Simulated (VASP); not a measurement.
Wanted: the native input for a VASP 6.6.1 run.

* Task: single point
* Functional: r2SCAN
* Potentials or basis: VASP PAW PBE potentials, release 64 (Cu)
* Cutoff: 520 eV
* k mesh: 13 × 13 × 12
* Occupations: methfessel-paxton, width 0.1 eV
* Spin: no spin polarisation
* Dipole correction: no
* Further INCAR settings: ALGO = Normal; EDIFF = 1e-06; NBANDS = 18

Cu:

```xyz
2
Lattice="1.2185 -3.9764 0.0000 1.2185 3.9764 0.0000 0.0000 0.0000 2.4755" Properties=species:S:1:pos:R:3 pbc="T T T"
Cu    1.2185    2.9118    0.6189
Cu    1.2185   -2.9118    1.8566
```

One way to write it, as run:

POSCAR

```
Cu
1.0
    1.2184640000     -3.9763780000      0.0000000000
    1.2184640000      3.9763780000      0.0000000000
    0.0000000000      0.0000000000      2.4754960000
Cu
2
Direct
    0.1338670000      0.8661330000      0.2500000000
    0.8661330000      0.1338670000      0.7500000000
```

INCAR.step1

```
  ALGO = Normal
  EDIFF = 1E-4
  ENCUT = 520
  GGA = PE
  ISMEAR = 1
  LASPH = T
  LCHARG = F
  LREAL = F
  LWAVE = T
  NBANDS = 18
  NELM = 60
  PREC = Accurate
  SIGMA = 0.1
```

INCAR.step2

```
  ALGO = Normal
  EDIFF = 1E-6
  ENCUT = 520
  ISIF = 2
  ISMEAR = 1
  ISTART = 1
  LASPH = T
  LCHARG = F
  LMIXTAU = T
  LREAL = F
  LWAVE = F
  METAGGA = R2SCAN
  NBANDS = 18
  NELM = 60
  PREC = Accurate
  SIGMA = 0.1
```

KPOINTS

```
k-points
0
Gamma
  13 13 12
```

Potentials or basis: VASP PAW PBE potentials, release 64 (Cu).

Launch:

```sh
$ cat potpaw_PBE.64/Cu/POTCAR > POTCAR
$ cp INCAR.step1 INCAR
$ mpirun -np 1 vasp_std > vasp.out
$ cp INCAR.step2 INCAR
$ mpirun -np 1 vasp_std > vasp.out
```

Results of the run:

```yaml
Pressure: 0.9 GPa
Largest_force: 0.008 eV/Å
Band_gap_on_the_k_mesh: zero (bands 11 and 12 overlap by 5.96 eV)
```

Caveat: the PAW data sets were made with another functional, which shifts forces and pressure a little.

It took 7.4 min on 1 thread of Intel Xeon 8259CL, on a shared host, peak memory 0.25 GiB.
